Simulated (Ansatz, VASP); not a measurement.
## Bi2Te3: VASP beside Ansatz

The input INCAR:

```
SYSTEM = Bi2Te3
PREC = Accurate
ENCUT = 520
EDIFF = 1E-6
ISMEAR = -1
SIGMA = 0.08
LREAL = .False.
LASPH = .True.
NELM = 60
ALGO = Normal
ISIF = 2
LWAVE = .False.
LCHARG = .False.
GGA = PE
NBANDS = 32
```

Contents of KPOINTS:

```
Automatic mesh
0
Gamma
  8 8 8
  0 0 0
```

The input POSCAR:

```
Bi2Te3
1.0
    2.2085012539      1.2750787934     10.2450701000
   -2.2085012539      1.2750787934     10.2450701000
    0.0000000000     -2.5501575869     10.2450701000
Bi Te
2 3
Direct
    0.8120000000      0.8120000000      0.8120000000
    0.4020000000      0.4020000000      0.4020000000
    0.6110000000      0.6110000000      0.6110000000
    0.2000000000      0.2000000000      0.2000000000
    0.0000000000      0.0000000000      0.0000000000
```

Input for Ansatz:

```yaml
crystal:
  lattice:
    - [2.2085012539, 1.2750787934, 10.2450701]
    - [-2.2085012539, 1.2750787934, 10.2450701]
    - [0.0, -2.5501575869, 10.2450701]
  atoms:
    - { symbol: Bi, position: [0.812, 0.812, 0.812] }
    - { symbol: Bi, position: [0.402, 0.402, 0.402] }
    - { symbol: Te, position: [0.611, 0.611, 0.611] }
    - { symbol: Te, position: [0.2, 0.2, 0.2] }
    - { symbol: Te, position: [0.0, 0.0, 0.0] }
kpoints:
  mp_grid: { grid: [8, 8, 8] }
  band_path:
    path:
      - [0.0, 0.0, 0.0]
      - [0.5, 0.5, 0.5]
      - [0.8230068388, 0.1769931612, 0.5]
      - [0.5, -0.1769931612, 0.1769931612]
      - [0.5, 0.0, 0.0]
      - [0.0, 0.0, 0.0]
      - [0.3384965806, -0.3384965806, 0.0]
      - [0.6615034194, 0.0, 0.3384965806]
      - [0.5, 0.0, 0.5]
    npoints: 5
scf:
  occupations: { method: fermi_dirac, width: 0.08 }
hamiltonian:
  xc: pbe
  pseudopotentials: { kind: all_electron, lapw: { basis_error: 0.001 } }
output:
  forces: true
  stress: true
  eigenvalues: true
```

Change from the starting cell: zz strain of +3 %.

Alike in both runs: task single point; functional PBE; k mesh 8 × 8 × 8; occupations fermi-dirac, width 0.08 eV; no spin polarisation.

```csv
,VASP,Ansatz
version,VASP 6.6.1,Ansatz 0.2.0
potentials or method,"VASP PAW PBE potentials, release 64 (Bi_d, Te), cutoff 520 eV","all-electron LAPW, scalar-relativistic"
```

Ansatz gave:

```
pressure (GPa)                                                : 0.2
traceless stress, the component that is largest in VASP (GPa) : -1.04
rms of the force components (eV/Å)                            : 0.430
```

**Question.** Which values does VASP return?

**Answer.** Pressure (GPa): 0.1; traceless stress, the component that is largest in VASP (GPa): -1.05; rms of the force components (eV/Å): 0.432.

Atom by atom the forces differ by 0.003 eV/Å (rms over components). Ansatz ran all-electron here, and VASP with PAW potentials.

Neither program's run includes spin-orbit coupling.
